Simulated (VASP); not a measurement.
# Te2Mo in VASP: notebook

Te2Mo is run at these levels: PBEsol; tasks: single point.

Everything below comes from runs of VASP 6.6.1. Logs are shortened: lines on timing, memory, paths and dates and some standing lists are left out, and cuts for length are marked.

### 1 The cell of the first run

The cell holds a slab with vacuum, 3 atoms: a = 3.515 Å, b = 3.518 Å, c = 17.439 Å, α = 90.06°, β = 90.31°, γ = 120.10°.

### 2 Single point, PBEsol

Input file INCAR:

```
PREC = Accurate ; ENCUT = 520
EDIFF = 1E-6 ; ISMEAR = 1
SIGMA = 0.1 ; LREAL = F
LASPH = T ; NELM = 80
ALGO = Normal ; ISIF = 2
LWAVE = F ; LCHARG = F
GGA = PS ; NBANDS = 20
```

Input file KPOINTS:

```
regular mesh
0
Gamma
  6 6 2
```

Input file POSCAR:

```
Te2Mo
1.0
    3.5148113970     -0.0040548914     -0.0093902422
   -1.7609174000      3.0452079465     -0.0018176301
   -0.0463592870     -0.0371100141     17.4390789447
Te Mo
2 1
Direct
    0.3273653371      0.6522882116      0.8976411281
    0.3370620758      0.6584527668      0.1029064086
   -0.0008059703     -0.0112744024      0.0002734196
```

Potentials or basis: VASP PAW PBE potentials, release 64 (Te, Mo_sv).

On the command line:

```sh
$ cat potpaw_PBE.64/Te/POTCAR potpaw_PBE.64/Mo_sv/POTCAR > POTCAR
$ mpirun -np 1 vasp_std > vasp.out
```

OUTCAR:

```text
PREC = Accurate
   ENCUT = 520
   EDIFF = 1E-6
   ISMEAR = 1
   LREAL = F
   LASPH = T
   NELM = 80
   ISIF = 2
   GGA = PS

 ion  position               nearest neighbor table
   1  0.327  0.652  0.898-   3 2.70   3 2.71   3 2.71   2 3.58
   2  0.337  0.658  0.103-   3 2.70   3 2.71   3 2.71   1 3.58
   3  0.999  0.989  0.000-   2 2.70   1 2.70   1 2.71   2 2.71   1 2.71   2 2.71

  LATTYP: Found a triclinic cell.
 ALAT       =     3.5106810840
 B/A-ratio  =     1.0011807383
 C/A-ratio  =     4.9674634726
 COS(alpha) =     0.0053274685
 COS(beta)  =     0.0063639308
 COS(gamma) =     0.4985950119

  Lattice vectors:

 A1 = (   1.7538939970,   3.0411530551,  -0.0112078723)
 A2 = (   3.5148113970,  -0.0040548914,  -0.0093902422)
 A3 = (   0.0463592870,   0.0371100141, -17.4390789447)

Analysis of symmetry for initial positions (statically):
=====================================================================
 Subroutine PRICEL returns:
 Original cell was already a primitive cell.

 Routine SETGRP: Setting up the symmetry group for a
 triclinic supercell.

 Subroutine GETGRP returns: Found  1 space group operations
 (whereof  1 operations were pure point group operations)
 out of a pool of  2 trial point group operations.

The static configuration has the point symmetry C_1 .

Analysis of symmetry for dynamics (positions and initial velocities):
=====================================================================
 Subroutine PRICEL returns:
 Original cell was already a primitive cell.

 Routine SETGRP: Setting up the symmetry group for a
 triclinic supercell.

 Subroutine GETGRP returns: Found  1 space group operations
 (whereof  1 operations were pure point group operations)
 out of a pool of  2 trial point group operations.

The dynamic configuration has the point symmetry C_1 .

 Subroutine INISYM returns: Found  1 space group operations
 (whereof  1 operations are pure point group operations),
 and found     1 'primitive' translations

----------------------------------------------------------------------------------------

                                     Primitive cell

  volume of cell :     186.5295

  direct lattice vectors                    reciprocal lattice vectors
     3.514811397 -0.004054891 -0.009390242     0.284703175  0.164632694  0.001107178
    -1.760917400  3.045207947 -0.001817630     0.000380969  0.328605516  0.000700279
    -0.046359287 -0.037110014 17.439078945     0.000153341  0.000122898  0.057343147

  length of vectors
     3.514826280  3.517687427 17.439180049     0.328878469  0.328606483  0.057343484

  position of ions in fractional coordinates (direct lattice)
     0.327365337  0.652288212  0.897641128
     0.337062076  0.658452767  0.102906409
     0.999194030  0.988725598  0.000273420

  ion indices of the primitive-cell ions
   primitive index   ion index
                 1           1
                 2           2
                 3           3

----------------------------------------------------------------------------------------

 KPOINTS: regular mesh

Automatic generation of k-mesh.
 Grid dimensions read from file:
 generate k-points for:    6    6    2

 Generating k-lattice:

  Cartesian coordinates                     Fractional coordinates (reciprocal lattice)
     0.047450529  0.027438782  0.000184530     0.166666667  0.000000000  0.000000000
     0.000063495  0.054767586  0.000116713    -0.000000000  0.166666667 -0.000000000
     0.000076670  0.000061449  0.028671574    -0.000000000  0.000000000  0.500000000

  Length of vectors
     0.054813078  0.054767747  0.028671742

  Shift w.r.t. Gamma in fractional coordinates (k-lattice)
     0.000000000  0.000000000  0.000000000

 Subroutine IBZKPT returns following result:
 ===========================================

 Found     40 irreducible k-points:

 Following reciprocal coordinates:
            Coordinates               Weight
  0.000000  0.000000  0.000000      1.000000
  0.166667 -0.000000 -0.000000      2.000000
  0.333333 -0.000000 -0.000000      2.000000
  0.500000  0.000000  0.000000      1.000000
 -0.000000  0.166667 -0.000000      2.000000
  0.166667  0.166667  0.000000      2.000000
[... 16 lines left out ...]
  0.333333  0.000000  0.500000      2.000000
  0.500000 -0.000000  0.500000      1.000000
 [... further k-points ...]
   k-points           NKPTS =     40   k-points in BZ     NKDIM =     40   number of bands    NBANDS=     20
   number of dos      NEDOS =    301   number of ions     NIONS =      3
   total plane-waves  NPLWV = 109760
   dimension x,y,z NGX =    28 NGY =   28 NGZ =  140
   dimension x,y,z NGXF=    56 NGYF=   56 NGZF=  280
   ions per type =               2   1
   NGX,Y,Z   is equivalent  to a cutoff of  13.24, 13.23, 13.35 a.u.
   NGXF,Y,Z  is equivalent  to a cutoff of  26.49, 26.47, 26.69 a.u.
 SYSTEM =  unknown system
   PREC   = accura    normal or accurate (medium, high low for compatibility)
   ISTART =      0    job   : 0-new  1-cont  2-samecut
   ICHARG =      2    charge: 1-file 2-atom 10-const
   ISPIN  =      1    spin polarized calculation?
   LNONCOLLINEAR =      F non collinear calculations
   LSORBIT =      F    spin-orbit coupling
   LASPH  =      T    aspherical Exc in radial PAW
   ENCUT  =  520.0 eV  38.22 Ry    6.18 a.u.   6.54  6.54 32.43*2*pi/ulx,y,z
   NELM   =     80;   NELMIN=  2; NELMDL= -5     # of ELM steps
   EDIFF  = 0.1E-05   stopping-criterion for ELM
   LREAL  =      F    real-space projection
[... 7 lines left out ...]
   TEBEG  =    0.0;   TEEND  =   0.0 temperature during run
   PSTRESS=    0.0 pullay stress
   NELECT =      26.0000    total number of electrons
   NUPDOWN=      -1.0000    fix difference up-down
   EMIN   =  10.00;   EMAX   =-10.00  energy-range for DOS
   EFERMI =   0.00;   METHOD = LEGACY
   ISMEAR =     1;   SIGMA  =   0.10  broadening in eV -4-tet -1-fermi 0-gaus
   EFERMI_NEDOS =   21; number of points for ismear=-14 and -15
   IALGO  =     38    algorithm
   IMIX   =      4    mixing-type and parameters
     AMIX     =   0.40;   BMIX     =  1.00
     AMIX_MAG =   1.60;   BMIX_MAG =  1.00
  volume/ion in A,a.u.               =      62.18       419.59
  Fermi-wavevector in a.u.,A,eV,Ry     =   0.848822  1.604041  9.802986  0.720499
  Thomas-Fermi vector in A             =   1.964546
   LORBIT       =      0    0 simple, 1 ext, 2 COOP (PROOUT), +10 PAW based schemes
   GGA     = PS    functional components
   LHFCALC =     F    Hartree Fock is set to
   AEXX    =    0.0000 exact exchange contribution
   IVDW    =     0    specifies the selected vdW correction
   LEPSILON=     F    determine dielectric tensor
   LRPA    =     F    only Hartree local field effects (RPA)
 non-spin polarized calculation
 Methfessel and Paxton  Order N= 1 SIGMA  =   0.10
  energy-cutoff  :      520.00
  volume of cell :      186.53
 maximum number of plane-waves:      5102
 NGX is ok and might be reduce to    28
   NGX = 13   NGY = 13   NGZ = 65

 number of electron      26.0000001 magnetization

 Free energy of the ion-electron system (eV)
  ---------------------------------------------------
  ext. energy  EPLUGINS =         0.00000000
  ---------------------------------------------------
  free energy    TOTEN  =       -19.60861932 eV

  energy without entropy =      -19.60894208  energy(sigma->0) =      -19.60872691

 E-fermi :   0.2554     XC(G=0):  -4.8272

 val. band max:        0.1712286526   @ k =   0.3333   0.3333   0.0000
 cond. band min:       1.3064892873   @ k =   0.3333   0.3333   0.0000
 fundamental gap:      1.1352606347
 Fermi energy:         0.2554051658

 k-point     1 :       0.0000    0.0000    0.0000
  band No.  band energies     occupation
      1     -60.3608      2.00000
      2     -34.5654      2.00000
      3     -34.4305      2.00000
      4     -34.4273      2.00000
      5     -12.5444      2.00000
      6     -11.5415      2.00000
[... 12 lines left out ...]
     19       4.9587      0.00000
     20       5.7995      0.00000

 k-point     2 :       0.1667   -0.0000   -0.0000
  band No.  band energies     occupation
      1     -60.3582      2.00000
      2     -34.5578      2.00000
      3     -34.4617      2.00000
      4     -34.4381      2.00000
      5     -12.1580      2.00000
      6     -11.2768      2.00000
[... 12 lines left out ...]
     19       5.4182      0.00000
     20       6.2903      0.00000

 k-point     3 :       0.3333   -0.0000   -0.0000
  band No.  band energies     occupation
      1     -60.3531      2.00000
      2     -34.5425      2.00000
      3     -34.5291      2.00000
      4     -34.4539      2.00000
      5     -11.1783      2.00000
      6     -10.6174      2.00000
[... 12 lines left out ...]
     19       6.1127      0.00000
     20       6.3302      0.00000

 k-point     4 :       0.5000    0.0000    0.0000
  band No.  band energies     occupation
      1     -60.3506      2.00000
      2     -34.5625      2.00000
      3     -34.5349      2.00000
      4     -34.4618      2.00000
      5     -10.4789      2.00000
      6     -10.1748      2.00000
[... 12 lines left out ...]
     19       6.1409      0.00000
     20       6.8347      0.00000

 k-point     5 :      -0.0000    0.1667   -0.0000
  band No.  band energies     occupation
      1     -60.3582      2.00000
      2     -34.5578      2.00000
      3     -34.4628      2.00000
      4     -34.4368      2.00000
      5     -12.1588      2.00000
      6     -11.2776      2.00000
[... 12 lines left out ...]
     19       5.4176      0.00000
     20       6.2904      0.00000
[... 353 lines left out ...]
      6     -11.5415      2.00000
[... 12 lines left out ...]
     19       4.6943      0.00000
     20       6.2264      0.00000

 k-point    22 :       0.1667    0.0000    0.5000
  band No.  band energies     occupation
      1     -60.3582      2.00000
      2     -34.5578      2.00000
      3     -34.4617      2.00000
      4     -34.4381      2.00000
      5     -12.1580      2.00000
      6     -11.2768      2.00000
[... 12 lines left out ...]
     19       5.1550      0.00000
     20       6.6631      0.00000

 k-point    23 :       0.3333    0.0000    0.5000
  band No.  band energies     occupation
      1     -60.3531      2.00000
      2     -34.5425      2.00000
      3     -34.5291      2.00000
      4     -34.4539      2.00000
      5     -11.1783      2.00000
      6     -10.6174      2.00000
[... 12 lines left out ...]
     19       6.1570      0.00000
     20       6.2554      0.00000

 k-point    24 :       0.5000   -0.0000    0.5000
  band No.  band energies     occupation
      1     -60.3505      2.00000
      2     -34.5625      2.00000
      3     -34.5349      2.00000
      4     -34.4618      2.00000
      5     -10.4789      2.00000
      6     -10.1748      2.00000
[... 12 lines left out ...]
     19       6.1406      0.00000
     20       6.8371      0.00000

 [... further k-points ...]

------------------------ aborting loop because EDIFF is reached ----------------------------------------

  FORCE on cell =-STRESS in cart. coord.  units (eV):
  Direction    XX          YY          ZZ          XY          YZ          ZX
  --------------------------------------------------------------------------------------
  -------------------------------------------------------------------------------------
  Total       -0.3648483     -0.3508156      0.3507841      0.0521232     -0.0392746     -0.0469932
  in kB       -3.1338292     -3.0132961      3.0130256      0.4477074     -0.3373451     -0.4036439
  external PRESSURE =      -1.0446999 kB  Pullay stress =       0.0000000 kB

 VOLUME and BASIS-vectors are now :
 -----------------------------------------------------------------------------
  energy-cutoff  :      520.00
  volume of cell :      186.53
      direct lattice vectors                 reciprocal lattice vectors
     3.514811397 -0.004054891 -0.009390242     0.284703175  0.164632694  0.001107178
    -1.760917400  3.045207947 -0.001817630     0.000380969  0.328605516  0.000700279
    -0.046359287 -0.037110014 17.439078945     0.000153341  0.000122898  0.057343147

 POSITION                                       TOTAL-FORCE (eV/Angst)
 -----------------------------------------------------------------------------------
     -0.03961      1.95171     15.64977         0.012723      0.012546     -0.100982
      0.02046      1.99994      1.79023        -0.013993     -0.009897      0.100965
      1.77090      3.00681     -0.00641         0.001270     -0.002648      0.000017
 -----------------------------------------------------------------------------------
    total drift:                               -0.000211      0.000148     -0.000133

  FREE ENERGIE OF THE ION-ELECTRON SYSTEM (eV)
  ---------------------------------------------------
  free  energy   TOTEN  =       -19.6086193226 eV

  energy  without entropy=      -19.6089420792  energy(sigma->0) =      -19.60872691
```

Run time: 4.5 min. Hardware: 1 thread of Intel Xeon Platinum 8259CL at 2.50GHz (Skylake/Cascade Lake), shared host; peak memory 0.39 GiB.

Results:

```yaml
Free_energy: -19.6086 eV
Largest_force: 0.103 eV/Å
Band_gap_on_the_k_mesh: 1.14 eV
```

Forces on the atoms (eV/Å):
```
Te   0.013  0.013 -0.101
Te  -0.014 -0.010  0.101
Mo   0.001 -0.003  0.000
```

Levels at points of the mesh, in eV from the valence-band top:
```csv
k point,band 11,band 12,band 13,band 14,band 15,band 16
"(0.00, 0.00, 0.00)",-0.88,-0.87,-0.48,3.22,3.23,3.53
"(0.50, 0.00, 0.00)",-1.60,-0.75,-0.27,1.48,1.82,3.39
"(0.00, 0.50, 0.00)",-1.61,-0.75,-0.26,1.48,1.82,3.39
"(0.50, 0.50, 0.00)",-1.61,-0.76,-0.24,1.49,1.81,3.39
"(0.00, 0.00, 0.50)",-0.88,-0.87,-0.48,3.22,3.23,3.53
"(0.50, 0.00, 0.50)",-1.60,-0.75,-0.27,1.48,1.82,3.39
"(0.00, 0.50, 0.50)",-1.61,-0.75,-0.26,1.48,1.82,3.39
"(0.50, 0.50, 0.50)",-1.61,-0.76,-0.24,1.49,1.81,3.39
```

Caveat: the PAW data sets were made with another functional, which shifts forces and pressure a little; spin-orbit coupling is left out, which moves the levels of the heavy elements.

### 3 Single point, PBEsol

Input file INCAR:

```
SYSTEM = Te2Mo
PREC = Accurate
ENCUT = 520
EDIFF = 1E-6
ISMEAR = 1
SIGMA = 0.1
LREAL = .FALSE.
LASPH = .TRUE.
NELM = 100
ALGO = Normal
ISIF = 2
LWAVE = .FALSE.
LCHARG = .FALSE.
GGA = PS
NBANDS = 20
```

Input file KPOINTS:

```
Automatic mesh
0
G
  6 6 2
  0 0 0
```

Input file POSCAR:

```
Te2Mo
1.0
    3.5123778049     -0.0036628779     -0.0098666081
   -1.7593611163      3.0430177597     -0.0019265770
   -0.0487499870     -0.0391144483     17.4538206861
Te Mo
2 1
Direct
    0.3274993718      0.6524007007      0.8975147300
    0.3369064465      0.6583765422      0.1030216352
   -0.0007843745     -0.0113106673      0.0002846114
```

Potentials or basis: VASP PAW PBE potentials, release 64 (Te, Mo_sv).

On the command line:

```sh
$ cat potpaw_PBE.64/Te/POTCAR potpaw_PBE.64/Mo_sv/POTCAR > POTCAR
$ mpirun -np 1 vasp_std > vasp.out
```

Wall time 3.9 min (1 thread of Intel Xeon Platinum 8259CL at 2.50GHz (Skylake/Cascade Lake), shared host); peak memory 0.39 GiB.

The run converged. Its results:

```
Free energy            : -19.6097 eV
Largest force          : 0.066 eV/Å
Band gap on the k mesh : 1.14 eV
```

Forces in eV/Å, atoms in the order of the input:
```
Te   0.010  0.006 -0.058
Te  -0.006 -0.006  0.065
Mo  -0.004  0.000 -0.007
```

Levels at points of the mesh, in eV from the valence-band top:
| k point | band 10 | band 11 | band 12 | band 13 | band 14 | band 15 | band 16 | band 17 |
| --- | --- | --- | --- | --- | --- | --- | --- | --- |
| (0.00, 0.00, 0.00) | -1.67 | -0.87 | -0.86 | -0.49 | 3.22 | 3.23 | 3.52 | 3.55 |
| (0.50, 0.00, 0.00) | -2.33 | -1.62 | -0.75 | -0.26 | 1.49 | 1.82 | 3.38 | 3.82 |
| (0.00, 0.50, 0.00) | -2.32 | -1.62 | -0.76 | -0.25 | 1.49 | 1.82 | 3.38 | 3.83 |
| (0.50, 0.50, 0.00) | -2.30 | -1.63 | -0.76 | -0.23 | 1.49 | 1.81 | 3.39 | 3.84 |
| (0.00, 0.00, 0.50) | -1.67 | -0.87 | -0.86 | -0.49 | 3.22 | 3.23 | 3.52 | 3.55 |
| (0.50, 0.00, 0.50) | -2.33 | -1.62 | -0.75 | -0.26 | 1.49 | 1.82 | 3.38 | 3.82 |
| (0.00, 0.50, 0.50) | -2.32 | -1.62 | -0.76 | -0.25 | 1.49 | 1.82 | 3.38 | 3.83 |
| (0.50, 0.50, 0.50) | -2.30 | -1.63 | -0.76 | -0.23 | 1.49 | 1.81 | 3.39 | 3.84 |

Caveat: the PAW data sets were made with another functional, which shifts forces and pressure a little; spin-orbit coupling is left out, which moves the levels of the heavy elements.

(Part 1 of 2 ends here.)
